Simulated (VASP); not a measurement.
# MoF6 in VASP: single point with LDA

Aim: the single point of MoF6 with LDA.

All numbers are computed with VASP 6.6.1; they aren't measurements. Logs are shortened: lines on timing, memory, paths and dates and some standing lists are left out, and cuts for length are marked.

### Step 1. The cell of the first run

The typed cell holds 7 atoms: a = 5.486 Å, b = 5.486 Å, c = 5.486 Å, α = 109.47°, β = 109.47°, γ = 109.47°.

### Step 2. Single point, LDA

The input, INCAR:

```
PREC = Accurate
ENCUT = 520
EDIFF = 1E-7
ISMEAR = 0
SIGMA = 0.01
LREAL = F
LASPH = T
NELM = 100
ALGO = Normal
ISIF = 2
LWAVE = F
LCHARG = F
NBANDS = 37
```

The input, KPOINTS:

```
Automatic mesh
0
Gamma
  2 2 2
  0.5 0.5 0.5
```

The input, POSCAR:

```
MoF6
1.0
   -3.1673430000      3.1673430000      3.1673430000
    3.1673430000     -3.1673430000      3.1673430000
    3.1673430000      3.1673430000     -3.1673430000
Mo F
1 6
Direct
    0.0011269918      0.0011307267      0.0022577184
    0.7144194770      0.7143432560      0.0022325647
    0.2878893087      0.2878130877      0.0022325647
   -0.1167364742      0.2634516329      0.1467151587
    0.1189828268      0.7388035958      0.8577864226
    0.7387874826     -0.1166992027      0.6220882799
    0.2634233873      0.1190499037      0.3824732910
```

Potentials or basis: VASP PAW LDA potentials, release 64 (Mo_sv, F).

Run with:

```bash
cat potpaw_LDA.64/Mo_sv/POTCAR potpaw_LDA.64/F/POTCAR > POTCAR
mpirun -np 1 vasp_std > vasp.out
```

OUTCAR:

```text
PREC = Accurate
   ENCUT = 520
   EDIFF = 1E-7
   ISMEAR = 0
   LREAL = F
   LASPH = T
   NELM = 100
   ISIF = 2

 ion  position               nearest neighbor table
   1  0.001  0.001  0.002-   3 1.82   2 1.82   4 1.82   7 1.82   5 1.82   6 1.82
   2  0.714  0.714  0.002-   1 1.82
   3  0.288  0.288  0.002-   1 1.82
   4  0.883  0.263  0.147-   1 1.82
   5  0.119  0.739  0.858-   1 1.82
   6  0.739  0.883  0.622-   1 1.82
   7  0.263  0.119  0.382-   1 1.82

  LATTYP: Found a body centered cubic cell.
 ALAT       =     6.3346860000

  Lattice vectors:

 A1 = (  -3.1673430000,   3.1673430000,   3.1673430000)
 A2 = (   3.1673430000,  -3.1673430000,   3.1673430000)
 A3 = (   3.1673430000,   3.1673430000,  -3.1673430000)

Analysis of symmetry for initial positions (statically):
=====================================================================
 Subroutine PRICEL returns:
 Original cell was already a primitive cell.

 Routine SETGRP: Setting up the symmetry group for a
 body centered cubic supercell.

 Subroutine GETGRP returns: Found  2 space group operations
 (whereof  2 operations were pure point group operations)
 out of a pool of 48 trial point group operations.

The static configuration has the point symmetry C_1h.

Analysis of symmetry for dynamics (positions and initial velocities):
=====================================================================
 Subroutine PRICEL returns:
 Original cell was already a primitive cell.

 Routine SETGRP: Setting up the symmetry group for a
 body centered cubic supercell.

 Subroutine GETGRP returns: Found  2 space group operations
 (whereof  2 operations were pure point group operations)
 out of a pool of 48 trial point group operations.

The dynamic configuration has the point symmetry C_1h.

 Subroutine INISYM returns: Found  2 space group operations
 (whereof  2 operations are pure point group operations),
 and found     1 'primitive' translations

----------------------------------------------------------------------------------------

                                     Primitive cell

  volume of cell :     127.0999

  direct lattice vectors                    reciprocal lattice vectors
[... 77 lines left out ...]
   LREAL  =      F    real-space projection
   EDIFFG = 0.1E-05   stopping-criterion for IOM
   NSW    =      0    number of steps for IOM
   IBRION =     -1    ionic relax: 0-MD 1-quasi-New 2-CG
   NFREE  =      0    steps in history (QN), initial steepest desc. (CG)
   ISIF   =      2    stress and relaxation
   ISYM   =      2    0-nonsym 1-usesym 2-fastsym
   POTIM  = 0.5000    time-step for ionic-motion
   TEBEG  =    0.0;   TEEND  =   0.0 temperature during run
   PSTRESS=    0.0 pullay stress
   NELECT =      56.0000    total number of electrons
   NUPDOWN=      -1.0000    fix difference up-down
   EMIN   =  10.00;   EMAX   =-10.00  energy-range for DOS
   EFERMI =   0.00;   METHOD = LEGACY
   ISMEAR =     0;   SIGMA  =   0.01  broadening in eV -4-tet -1-fermi 0-gaus
   EFERMI_NEDOS =   21; number of points for ismear=-14 and -15
   IALGO  =     38    algorithm
   IMIX   =      4    mixing-type and parameters
     AMIX     =   0.40;   BMIX     =  1.00
     AMIX_MAG =   1.60;   BMIX_MAG =  1.00
  volume/ion in A,a.u.               =      18.16       122.53
  Fermi-wavevector in a.u.,A,eV,Ry     =   1.245726  2.354080 21.113962  1.551832
  Thomas-Fermi vector in A             =   2.379935
   LORBIT       =      0    0 simple, 1 ext, 2 COOP (PROOUT), +10 PAW based schemes
   GGA     = CA    functional components
   LHFCALC =     F    Hartree Fock is set to
   AEXX    =    0.0000 exact exchange contribution
   IVDW    =     0    specifies the selected vdW correction
   LEPSILON=     F    determine dielectric tensor
   LRPA    =     F    only Hartree local field effects (RPA)
 non-spin polarized calculation
 Gauss-broadening in eV      SIGMA  =   0.01
  energy-cutoff  :      520.00
  volume of cell :      127.10
 maximum number of plane-waves:      3424
 NGX is ok and might be reduce to    42
   NGX = 21   NGY = 21   NGZ = 21

 number of electron      56.0000027 magnetization

 Free energy of the ion-electron system (eV)
  ---------------------------------------------------
  ext. energy  EPLUGINS =         0.00000000
  ---------------------------------------------------
  free energy    TOTEN  =       -43.04913121 eV

  energy without entropy =      -43.04913121  energy(sigma->0) =      -43.04913121

 E-fermi :  -5.1189     XC(G=0):  -8.1235

 val. band max:       -5.2532590577   @ k =  -0.2500   0.2500   0.2500
 cond. band min:      -0.7884312416   @ k =   0.2500   0.2500  -0.2500
 fundamental gap:      4.4648278162
 Fermi energy:        -5.1189020347

 k-point     1 :       0.2500    0.2500    0.2500
  band No.  band energies     occupation
      1     -65.5765      2.00000
      2     -40.0771      2.00000
      3     -40.0650      2.00000
      4     -40.0649      2.00000
      5     -25.1425      2.00000
      6     -25.1345      2.00000
[... 149 lines left out ...]
     36       8.4420      0.00000
     37       8.4423      0.00000

------------------------ aborting loop because EDIFF is reached ----------------------------------------

  FORCE on cell =-STRESS in cart. coord.  units (eV):
  Direction    XX          YY          ZZ          XY          YZ          ZX
  --------------------------------------------------------------------------------------
  -------------------------------------------------------------------------------------
  Total        0.2632589      0.2645224      0.5191014     -0.0013694      0.0000000      0.0000000
  in kB        3.3185496      3.3344767      6.5436115     -0.0172618      0.0000000      0.0000000
  external PRESSURE =       4.3988792 kB  Pullay stress =       0.0000000 kB

 VOLUME and BASIS-vectors are now :
 -----------------------------------------------------------------------------
  energy-cutoff  :      520.00
  volume of cell :      127.10
      direct lattice vectors                 reciprocal lattice vectors
    -3.167343000  3.167343000  3.167343000     0.000000000  0.157861021  0.157861021
     3.167343000 -3.167343000  3.167343000     0.157861021  0.000000000  0.157861021
     3.167343000  3.167343000 -3.167343000     0.157861021  0.157861021  0.000000000

 POSITION                                       TOTAL-FORCE (eV/Angst)
 -----------------------------------------------------------------------------------
      0.00716      0.00714      0.00000        -0.000375     -0.000075      0.000000
      0.00683      0.00731      4.51831         0.000230     -0.000246     -0.309660
      0.00683      0.00731      1.81638         0.000230     -0.000246      0.309660
     -1.49846      2.42785      3.16734         0.267894     -0.136396      0.000000
      4.68009      0.75372      0.00000        -0.267724      0.136546     -0.000000
      2.42809      1.51264      3.16734        -0.135961     -0.267400      0.000000
      0.75414      1.66870      0.00000         0.135705      0.267817      0.000000
 -----------------------------------------------------------------------------------
    total drift:                               -0.002821     -0.002797     -0.000009

  FREE ENERGIE OF THE ION-ELECTRON SYSTEM (eV)
  ---------------------------------------------------
  free  energy   TOTEN  =       -43.0491312120 eV

  energy  without entropy=      -43.0491312120  energy(sigma->0) =      -43.04913121
```

Run time: 19 s. Hardware: 1 thread of Intel Xeon Platinum 8375C at 2.90GHz (Ice Lake), shared host; peak memory 0.2 GiB.

Results:

```yaml
Free_energy: -43.0491 eV
Pressure: 0.4 GPa
Largest_force: 0.310 eV/Å
Band_gap_on_the_k_mesh: 4.46 eV, indirect (least direct gap 4.50 eV)
```

Forces on the atoms (eV/Å):
```
Mo   0.000  0.000  0.000
F    0.000  0.000 -0.310
F    0.000  0.000  0.310
F    0.268 -0.136  0.000
F   -0.268  0.137  0.000
F   -0.136 -0.267  0.000
F    0.136  0.268  0.000
```

Caveat: the k points lie up to 0.70 Å⁻¹ apart. A k mesh can miss the band edges.
